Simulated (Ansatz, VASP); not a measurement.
# Ge in VASP and in Ansatz

```
Ge
1.0
     0.00000    2.82891    2.82891
     2.82891    0.00000    2.82891
     2.82891    2.82891    0.00000
Ge
2
Cartesian
  4.2434 4.2434 4.2434
  2.8289 2.8289 2.8289
```

Alike in both runs: task relaxation of cell and atoms; functional PBE; k mesh 8 × 8 × 8; occupations fermi-dirac, width 0.05 eV; no spin polarisation.

|  | VASP | Ansatz |
| --- | --- | --- |
| version | VASP 6.6.1 | Ansatz 0.2.0 |
| potentials or method | VASP PAW PBE potentials, release 64 (Ge_d), cutoff 600 eV | all-electron LAPW, scalar-relativistic |

```csv
,VASP,Ansatz,Ansatz less VASP
relaxed volume (Å³/atom),23.91,23.91,+0.001
relaxed cell length with the largest relative difference (Å),4.074,4.074,+0.0001
```

Ansatz ran all-electron here, and VASP with PAW potentials.
